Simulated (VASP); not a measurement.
Wanted: the native input for a VASP 6.6.1 run.

```
Task                   : single point
Functional             : PBE
Potentials or basis    : VASP PAW PBE potentials, release 64 (Ti_sv, Re, Pb_d)
Cutoff                 : 520 eV
k mesh                 : 6 × 6 × 6
Occupations            : gaussian, width 0.1 eV
Spin                   : no spin polarisation
Dipole correction      : no
Further INCAR settings : ALGO = Normal; EDIFF = 1e-06; NBANDS = 34
```

The structure of Ti2Re2Pb lies in POSCAR:

```
Ti2Re2Pb
1.0
   -2.0225717197      2.0225717197      5.3067475814
    2.0225717197     -2.0225717197      5.3067475814
    2.0225717197      2.0225717197     -5.3067475814
Ti Re Pb
2 2 1
Direct
    0.6260000000      0.6260000000      0.0000000000
    0.3740000000      0.3740000000      0.0000000000
    0.2500000000      0.7500000000      0.5000000000
    0.7500000000      0.2500000000      0.5000000000
    0.0000000000      0.0000000000      0.0000000000
```

These files were run (other wordings do the same):

INCAR

```
PREC     = Accurate       # precision mode
ENCUT    = 520            # plane-wave cutoff, eV
EDIFF    = 1E-6           # SCF threshold, eV
ISMEAR   = 0              # smearing method
SIGMA    = 0.1            # smearing width, eV
LREAL    = False          # projectors in reciprocal space
LASPH    = True           # aspherical terms in the spheres
NELM     = 100            # most SCF steps
ALGO     = Normal         # electronic algorithm
ISIF     = 2              # what is computed and relaxed
LWAVE    = False          # write WAVECAR
LCHARG   = False          # write CHGCAR
GGA      = PE             # functional
NBANDS   = 34             # bands
```

KPOINTS

```
Automatic mesh
0
Gamma
  6 6 6
```

Potentials or basis: VASP PAW PBE potentials, release 64 (Ti_sv, Re, Pb_d).

Command:

```bash
$ cat potpaw_PBE.64/Ti_sv/POTCAR potpaw_PBE.64/Re/POTCAR potpaw_PBE.64/Pb_d/POTCAR > POTCAR
$ mpirun -np 1 vasp_std > vasp.out
```

Results of the run:

```yaml
Pressure: 21.8 GPa
Largest_force: 2.638 eV/Å
Band_gap_on_the_k_mesh: zero (bands 26 and 27 overlap by 1.72 eV)
```

Caveat: the cell stands under pressure; spin-orbit coupling is left out, which moves the levels of the heavy elements; forces of over 1 eV/Å act on the atoms, so gaps and moduli don't describe the material at rest.

It took 4.9 min on 1 thread of Intel(R) Xeon(R) Platinum 8488C (Sapphire Rapids) (shared host), peak memory 0.36 GiB.
